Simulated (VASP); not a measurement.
# GaN (F-43m) in VASP: notebook

GaN is run at these levels: LDA; tasks: single point.

Program: VASP 6.6.1. These are calculated values, not measurements. Logs are shortened: lines on timing, memory, paths and dates and some standing lists are left out, and cuts for length are marked.

## (1) The cell of the first run

The structure is cubic, space group F-43m (No. 216). Conventional cell: a = 4.427 Å, b = 4.427 Å, c = 4.427 Å, α = 90.00°, β = 90.00°, γ = 90.00°. Within 2.5 Å of Ga (site symmetry -43m) lie 4 N at 1.92 Å. N (site symmetry -43m) has 4 Ga at 1.92 Å within 2.5 Å.

## (2) Single point, LDA

File INCAR:

```
SYSTEM = GaN
  PREC = Accurate
  ENCUT = 520
  EDIFF = 1E-6
  ISMEAR = 0
  SIGMA = 0.01
  LREAL = .FALSE.
  LASPH = .TRUE.
  NELM = 100
  ALGO = Normal
  ISIF = 2
  LWAVE = .FALSE.
  LCHARG = .TRUE.
  GGA = CA
  LELF = .TRUE.
  LVHAR = .TRUE.
  NBANDS = 16
```

File KPOINTS:

```
Automatic mesh
0
G
  10 10 10
  0 0 0
```

File POSCAR:

```
GaN
1.0
    2.2136479014      2.2136479014      0.0000000000
   -2.2136479014      2.2136479014      0.0000000000
    0.0000000000      2.2136479014      2.2136479014
Ga N
1 1
Direct
    0.0000000000      0.0000000000      0.0000000000
    0.2500000000      0.7500000000      0.5000000000
```

Potentials or basis: VASP PAW LDA potentials, release 64 (Ga_d, N).

Run with:

```bash
cat potpaw_LDA.64/Ga_d/POTCAR potpaw_LDA.64/N/POTCAR > POTCAR
mpirun -np 1 vasp_std > vasp.out
```

OUTCAR:

```text
SYSTEM = GaN
   PREC = Accurate
   ENCUT = 520
   EDIFF = 1E-6
   ISMEAR = 0
   LREAL = .FALSE.
   LASPH = .TRUE.
   NELM = 100
   ISIF = 2
   GGA = CA

 ion  position               nearest neighbor table
   1  0.000  0.000  0.000-   2 1.92   2 1.92   2 1.92   2 1.92
   2  0.250  0.750  0.500-   1 1.92   1 1.92   1 1.92   1 1.92

  LATTYP: Found a face centered cubic cell.
 ALAT       =     4.4272958028

  Lattice vectors:

 A1 = (   0.0000000000,   2.2136479014,   2.2136479014)
 A2 = (   2.2136479014,   0.0000000000,   2.2136479014)
 A3 = (   2.2136479014,   2.2136479014,   0.0000000000)

Analysis of symmetry for initial positions (statically):
=====================================================================
 Subroutine PRICEL returns:
 Original cell was already a primitive cell.

 Routine SETGRP: Setting up the symmetry group for a
 face centered cubic supercell.

 Subroutine GETGRP returns: Found 24 space group operations
 (whereof 24 operations were pure point group operations)
 out of a pool of 48 trial point group operations.

The static configuration has the point symmetry T_d .

Analysis of symmetry for dynamics (positions and initial velocities):
=====================================================================
 Subroutine PRICEL returns:
 Original cell was already a primitive cell.

 Routine SETGRP: Setting up the symmetry group for a
 face centered cubic supercell.

 Subroutine GETGRP returns: Found 24 space group operations
 (whereof 24 operations were pure point group operations)
 out of a pool of 48 trial point group operations.

The dynamic configuration has the point symmetry T_d .

 Subroutine INISYM returns: Found 24 space group operations
 (whereof 24 operations are pure point group operations),
 and found     1 'primitive' translations

----------------------------------------------------------------------------------------

                                     Primitive cell

  volume of cell :      21.6948

  direct lattice vectors                    reciprocal lattice vectors
     2.213647901  2.213647901  0.000000000     0.225871513  0.225871513 -0.225871513
    -2.213647901  2.213647901  0.000000000    -0.225871513  0.225871513 -0.225871513
     0.000000000  2.213647901  2.213647901     0.000000000  0.000000000  0.451743025

  length of vectors
     3.130570884  3.130570884  3.130570884     0.391220936  0.391220936  0.451743025

  position of ions in fractional coordinates (direct lattice)
     0.000000000  0.000000000  0.000000000
     0.250000000  0.750000000  0.500000000

  ion indices of the primitive-cell ions
   primitive index   ion index
                 1           1
                 2           2

----------------------------------------------------------------------------------------

 KPOINTS: Automatic mesh

Automatic generation of k-mesh.
 Grid dimensions read from file:
 generate k-points for:   10   10   10

 Generating k-lattice:

  Cartesian coordinates                     Fractional coordinates (reciprocal lattice)
     0.022587151  0.022587151 -0.022587151     0.100000000  0.000000000  0.000000000
    -0.022587151  0.022587151 -0.022587151     0.000000000  0.100000000  0.000000000
     0.000000000  0.000000000  0.045174303     0.000000000  0.000000000  0.100000000

  Length of vectors
     0.039122094  0.039122094  0.045174303

  Shift w.r.t. Gamma in fractional coordinates (k-lattice)
     0.000000000  0.000000000  0.000000000

 Subroutine IBZKPT returns following result:
 ===========================================

 Found     47 irreducible k-points:

 Following reciprocal coordinates:
            Coordinates               Weight
  0.000000  0.000000  0.000000      1.000000
  0.100000  0.000000  0.000000      8.000000
  0.200000  0.000000  0.000000      8.000000
  0.300000  0.000000  0.000000      8.000000
  0.400000  0.000000  0.000000      8.000000
  0.500000  0.000000  0.000000      4.000000
[... 16 lines left out ...]
  0.300000  0.300000  0.000000     12.000000
  0.400000  0.300000  0.000000     24.000000
 [... further k-points ...]
   k-points           NKPTS =     47   k-points in BZ     NKDIM =     47   number of bands    NBANDS=     16
   number of dos      NEDOS =    301   number of ions     NIONS =      2
   total plane-waves  NPLWV =  13824
   dimension x,y,z NGX =    24 NGY =   24 NGZ =   24
   dimension x,y,z NGXF=    48 NGYF=   48 NGZF=   48
   ions per type =               1   1
   NGX,Y,Z   is equivalent  to a cutoff of  12.74, 12.74, 12.74 a.u.
   NGXF,Y,Z  is equivalent  to a cutoff of  25.49, 25.49, 25.49 a.u.
 SYSTEM =  GaN
   PREC   = accura    normal or accurate (medium, high low for compatibility)
   ISTART =      0    job   : 0-new  1-cont  2-samecut
   ICHARG =      2    charge: 1-file 2-atom 10-const
   ISPIN  =      1    spin polarized calculation?
   LNONCOLLINEAR =      F non collinear calculations
   LSORBIT =      F    spin-orbit coupling
   LASPH  =      T    aspherical Exc in radial PAW
   ENCUT  =  520.0 eV  38.22 Ry    6.18 a.u.   5.82  5.82  5.82*2*pi/ulx,y,z
   NELM   =    100;   NELMIN=  2; NELMDL= -5     # of ELM steps
   EDIFF  = 0.1E-05   stopping-criterion for ELM
   LREAL  =      F    real-space projection
   EDIFFG = 0.1E-04   stopping-criterion for IOM
   NSW    =      0    number of steps for IOM
   IBRION =     -1    ionic relax: 0-MD 1-quasi-New 2-CG
   NFREE  =      0    steps in history (QN), initial steepest desc. (CG)
   ISIF   =      2    stress and relaxation
   ISYM   =      2    0-nonsym 1-usesym 2-fastsym
   POTIM  = 0.5000    time-step for ionic-motion
   TEBEG  =    0.0;   TEEND  =   0.0 temperature during run
   PSTRESS=    0.0 pullay stress
   NELECT =      18.0000    total number of electrons
   NUPDOWN=      -1.0000    fix difference up-down
   EMIN   =  10.00;   EMAX   =-10.00  energy-range for DOS
   EFERMI =   0.00;   METHOD = LEGACY
   ISMEAR =     0;   SIGMA  =   0.01  broadening in eV -4-tet -1-fermi 0-gaus
   EFERMI_NEDOS =   21; number of points for ismear=-14 and -15
   IALGO  =     38    algorithm
   IMIX   =      4    mixing-type and parameters
     AMIX     =   0.40;   BMIX     =  1.00
     AMIX_MAG =   1.60;   BMIX_MAG =  1.00
  volume/ion in A,a.u.               =      10.85        73.20
  Fermi-wavevector in a.u.,A,eV,Ry     =   1.538322  2.907006 32.197278  2.366433
  Thomas-Fermi vector in A             =   2.644706
   LORBIT       =      0    0 simple, 1 ext, 2 COOP (PROOUT), +10 PAW based schemes
   GGA     = CA    functional components
   LHFCALC =     F    Hartree Fock is set to
   AEXX    =    0.0000 exact exchange contribution
   IVDW    =     0    specifies the selected vdW correction
   LEPSILON=     F    determine dielectric tensor
   LRPA    =     F    only Hartree local field effects (RPA)
 non-spin polarized calculation
 Gauss-broadening in eV      SIGMA  =   0.01
  energy-cutoff  :      520.00
  volume of cell :       21.69
 maximum number of plane-waves:       598
   NGX = 11   NGY = 11   NGZ = 11

 number of electron      18.0000011 magnetization

 Free energy of the ion-electron system (eV)
  ---------------------------------------------------
  ext. energy  EPLUGINS =         0.00000000
  ---------------------------------------------------
  free energy    TOTEN  =       -13.93543970 eV

  energy without entropy =      -13.93543970  energy(sigma->0) =      -13.93543970

 E-fermi :   5.8092     XC(G=0): -12.4067

 val. band max:        5.6394496944   @ k =   0.0000   0.0000   0.0000
 cond. band min:       7.7348949197   @ k =   0.0000   0.0000   0.0000
 fundamental gap:      2.0954452254
 Fermi energy:         5.8092163510

 k-point     1 :       0.0000    0.0000    0.0000
  band No.  band energies     occupation
      1     -10.6414      2.00000
      2      -7.9764      2.00000
      3      -7.9764      2.00000
      4      -7.9764      2.00000
      5      -7.6007      2.00000
      6      -7.6007      2.00000
[... 8 lines left out ...]
     15      24.7262      0.00000
     16      24.7262      0.00000

 k-point     2 :       0.1000    0.0000    0.0000
  band No.  band energies     occupation
      1     -10.5173      2.00000
      2      -7.9605      2.00000
      3      -7.9605      2.00000
      4      -7.9400      2.00000
      5      -7.6024      2.00000
      6      -7.6024      2.00000
[... 8 lines left out ...]
     15      23.4312      0.00000
     16      23.4312      0.00000

 k-point     3 :       0.2000    0.0000    0.0000
  band No.  band energies     occupation
      1     -10.2013      2.00000
      2      -7.9237      2.00000
      3      -7.9237      2.00000
      4      -7.7786      2.00000
      5      -7.6013      2.00000
      6      -7.6013      2.00000
[... 8 lines left out ...]
     15      22.6503      0.00000
     16      22.6503      0.00000

 k-point     4 :       0.3000    0.0000    0.0000
  band No.  band energies     occupation
      1      -9.8610      2.00000
      2      -7.8911      2.00000
      3      -7.8911      2.00000
      4      -7.5856      2.00000
      5      -7.5856      2.00000
      6      -7.3569      2.00000
[... 8 lines left out ...]
     15      23.1835      0.00000
     16      23.1835      0.00000
[... 324 lines left out ...]
 k-point    22 :      -0.2000    0.2000    0.0000
  band No.  band energies     occupation
      1     -10.0643      2.00000
      2      -7.8644      2.00000
      3      -7.8644      2.00000
      4      -7.8370      2.00000
      5      -7.5899      2.00000
      6      -7.5698      2.00000
[... 8 lines left out ...]
     15      26.9536      0.00000
     16      27.5608      0.00000

 k-point    23 :       0.3000    0.3000    0.0000
  band No.  band energies     occupation
      1      -9.4772      2.00000
      2      -7.8581      2.00000
      3      -7.7497      2.00000
      4      -7.6370      2.00000
      5      -7.5983      2.00000
      6      -5.9359      2.00000
[... 8 lines left out ...]
     15      23.7272      0.00000
     16      28.7014      0.00000

 k-point    24 :       0.4000    0.3000    0.0000
  band No.  band energies     occupation
      1      -9.4378      2.00000
      2      -7.8512      2.00000
      3      -7.7130      2.00000
      4      -7.6667      2.00000
      5      -7.5635      2.00000
      6      -5.6497      2.00000
[... 8 lines left out ...]
     15      25.8203      0.00000
     16      28.9365      0.00000

 [... further k-points ...]
[... 5 lines left out ...]
  --------------------------------------------------------------------------------------
  -------------------------------------------------------------------------------------
  Total        0.7048513      0.7048513      0.7048513      0.0000000      0.0000000     -0.0000000
  in kB       52.0538000     52.0538000     52.0538000      0.0000000      0.0000000     -0.0000000
  external PRESSURE =      52.0538000 kB  Pullay stress =       0.0000000 kB

 VOLUME and BASIS-vectors are now :
 -----------------------------------------------------------------------------
  energy-cutoff  :      520.00
  volume of cell :       21.69
      direct lattice vectors                 reciprocal lattice vectors
     2.213647901  2.213647901  0.000000000     0.225871513  0.225871513 -0.225871513
    -2.213647901  2.213647901  0.000000000    -0.225871513  0.225871513 -0.225871513
     0.000000000  2.213647901  2.213647901     0.000000000  0.000000000  0.451743025

 POSITION                                       TOTAL-FORCE (eV/Angst)
 -----------------------------------------------------------------------------------
      0.00000      0.00000      0.00000         0.000000     -0.000000      0.000000
     -1.10682      3.32047      1.10682        -0.000000      0.000000     -0.000000
 -----------------------------------------------------------------------------------
    total drift:                                0.000002     -0.000000      0.000000

  FREE ENERGIE OF THE ION-ELECTRON SYSTEM (eV)
  ---------------------------------------------------
  free  energy   TOTEN  =       -13.9354396963 eV

  energy  without entropy=      -13.9354396963  energy(sigma->0) =      -13.93543970
```

Run time: 16 s. Hardware: 1 thread of Intel Xeon 8259CL, shared host; peak memory 0.13 GiB.

What came out:

| Quantity | Value |
| --- | --- |
| Free energy | -13.9354 eV |
| Pressure | 5.2 GPa |
| Band gap on the k mesh | 2.10 eV, direct |

LDA gaps usually lie below the measured ones, often by a third to a half.

## (3) Single point, LDA

This run uses another cell than the first one, of 10.70 Å³/atom, 0.987 times its volume.

File INCAR:

```
  PREC = Accurate
  ENCUT = 520
  EDIFF = 1E-6
  ISMEAR = 0
  SIGMA = 0.01
  LREAL = F
  LASPH = T
  NELM = 100
  ALGO = Normal
  ISIF = 2
  LWAVE = F
  LCHARG = F
  GGA = CA
  NBANDS = 16
```

File KPOINTS:

```
Automatic mesh
0
Gamma
  10 10 10
```

File POSCAR:

```
GaN
1.0
    2.2038781859      2.2038781859      0.0000000000
   -2.2038781859      2.2038781859      0.0000000000
    0.0000000000      2.2038781859      2.2038781859
Ga N
1 1
Direct
    0.0000000000      0.0000000000      0.0000000000
    0.2500000000      0.7500000000      0.5000000000
```

Potentials or basis: VASP PAW LDA potentials, release 64 (Ga_d, N).

Run with:

```bash
cat potpaw_LDA.64/Ga_d/POTCAR potpaw_LDA.64/N/POTCAR > POTCAR
mpirun -np 1 vasp_std > vasp.out
```

OUTCAR:

```text
PREC = Accurate
   ENCUT = 520
   EDIFF = 1E-6
   ISMEAR = 0
   LREAL = F
   LASPH = T
   NELM = 100
   ISIF = 2
   GGA = CA

 ion  position               nearest neighbor table
   1  0.000  0.000  0.000-   2 1.91   2 1.91   2 1.91   2 1.91
   2  0.250  0.750  0.500-   1 1.91   1 1.91   1 1.91   1 1.91

  LATTYP: Found a face centered cubic cell.
 ALAT       =     4.4077563718

  Lattice vectors:

 A1 = (   0.0000000000,   2.2038781859,   2.2038781859)
 A2 = (   2.2038781859,   0.0000000000,   2.2038781859)
 A3 = (   2.2038781859,   2.2038781859,   0.0000000000)

Analysis of symmetry for initial positions (statically):
=====================================================================
 Subroutine PRICEL returns:
 Original cell was already a primitive cell.

 Routine SETGRP: Setting up the symmetry group for a
 face centered cubic supercell.

 Subroutine GETGRP returns: Found 24 space group operations
 (whereof 24 operations were pure point group operations)
 out of a pool of 48 trial point group operations.

[... 155 lines left out ...]
  ---------------------------------------------------
  ext. energy  EPLUGINS =         0.00000000
  ---------------------------------------------------
  free energy    TOTEN  =       -13.92328435 eV

  energy without entropy =      -13.92328435  energy(sigma->0) =      -13.92328435

 E-fermi :   5.9389     XC(G=0): -12.4791

 val. band max:        5.7960805771   @ k =   0.0000   0.0000   0.0000
 cond. band min:       7.9775804055   @ k =   0.0000   0.0000   0.0000
 fundamental gap:      2.1814998284
 Fermi energy:         5.9389303279

 k-point     1 :       0.0000    0.0000    0.0000
  band No.  band energies     occupation
      1     -10.6082      2.00000
      2      -7.8396      2.00000
      3      -7.8396      2.00000
      4      -7.8396      2.00000
      5      -7.4483      2.00000
      6      -7.4483      2.00000
[... 433 lines left out ...]
      3      -7.5658      2.00000
      4      -7.5176      2.00000
      5      -7.4099      2.00000
      6      -5.4897      2.00000
[... 8 lines left out ...]
     15      26.1207      0.00000
     16      29.2950      0.00000

 [... further k-points ...]
[... 5 lines left out ...]
  --------------------------------------------------------------------------------------
  -------------------------------------------------------------------------------------
  Total        1.1039457      1.1039457      1.1039457      0.0000000     -0.0000000      0.0000000
  in kB       82.6162645     82.6162645     82.6162645      0.0000000     -0.0000000      0.0000000
  external PRESSURE =      82.6162645 kB  Pullay stress =       0.0000000 kB

 VOLUME and BASIS-vectors are now :
 -----------------------------------------------------------------------------
  energy-cutoff  :      520.00
  volume of cell :       21.41
      direct lattice vectors                 reciprocal lattice vectors
     2.203878186  2.203878186  0.000000000     0.226872793  0.226872793 -0.226872793
    -2.203878186  2.203878186  0.000000000    -0.226872793  0.226872793 -0.226872793
     0.000000000  2.203878186  2.203878186     0.000000000  0.000000000  0.453745586

 POSITION                                       TOTAL-FORCE (eV/Angst)
 -----------------------------------------------------------------------------------
      0.00000      0.00000      0.00000         0.000000     -0.000000     -0.000000
     -1.10194      3.30582      1.10194        -0.000000      0.000000      0.000000
 -----------------------------------------------------------------------------------
    total drift:                                0.000001      0.000000      0.000000

  FREE ENERGIE OF THE ION-ELECTRON SYSTEM (eV)
  ---------------------------------------------------
  free  energy   TOTEN  =       -13.9232843487 eV

  energy  without entropy=      -13.9232843487  energy(sigma->0) =      -13.92328435
```

OSZICAR:

```text
N       E                     dE             d eps       ncg     rms          rms(c)
DAV:   1     0.785330947132E+02    0.78533E+02   -0.90607E+03  1648   0.204E+03
DAV:   2    -0.107944113527E+02   -0.89328E+02   -0.82154E+02  1720   0.327E+02
DAV:   3    -0.160202163906E+02   -0.52258E+01   -0.52058E+01  1680   0.669E+01
DAV:   4    -0.160701813140E+02   -0.49965E-01   -0.49959E-01  1952   0.687E+00
DAV:   5    -0.160707665597E+02   -0.58525E-03   -0.58524E-03  1744   0.700E-01    0.775E+00
DAV:   6    -0.139790604030E+02    0.20917E+01   -0.49283E+00  2264   0.424E+01    0.268E+00
DAV:   7    -0.139517562204E+02    0.27304E-01   -0.26596E-01  1712   0.585E+00    0.171E+00
DAV:   8    -0.139262093662E+02    0.25547E-01   -0.60710E-02  1824   0.277E+00    0.649E-01
DAV:   9    -0.139233631876E+02    0.28462E-02   -0.11548E-02  2152   0.243E+00    0.172E-01
DAV:  10    -0.139233476197E+02    0.15568E-04   -0.15534E-03  1792   0.577E-01    0.634E-02
DAV:  11    -0.139232826429E+02    0.64977E-04   -0.20089E-04  2352   0.233E-01    0.509E-03
DAV:  12    -0.139232843951E+02   -0.17522E-05   -0.17412E-05  1664   0.371E-02    0.778E-03
DAV:  13    -0.139232843487E+02    0.46311E-07   -0.21492E-07  1104   0.113E-02
   1 F= -.13923284E+02 E0= -.13923284E+02  d E =-.403183E-93
```

Run time: 14 s. Hardware: 1 thread of Intel Xeon 8259CL, shared host; peak memory 0.13 GiB.

What came out:

| Quantity | Value |
| --- | --- |
| Free energy | -13.9233 eV |
| Pressure | 8.3 GPa |
| Band gap on the k mesh | 2.18 eV, direct |

Levels at points of the mesh, in eV from the valence-band top:
| k point | band 6 | band 7 | band 8 | band 9 | band 10 | band 11 | band 12 | band 13 |
| --- | --- | --- | --- | --- | --- | --- | --- | --- |
| (0.00, 0.00, 0.00) | -13.24 | 0.00 | 0.00 | 0.00 | 2.18 | 10.53 | 10.53 | 10.53 |
| (0.50, 0.00, 0.00) | -11.87 | -7.58 | -1.07 | -1.07 | 5.01 | 8.93 | 10.55 | 10.55 |
| (0.50, 0.50, 0.00) | -11.40 | -6.49 | -2.98 | -2.98 | 3.26 | 6.87 | 11.99 | 14.47 |

As with any semilocal functional, this LDA gap is likely too small.
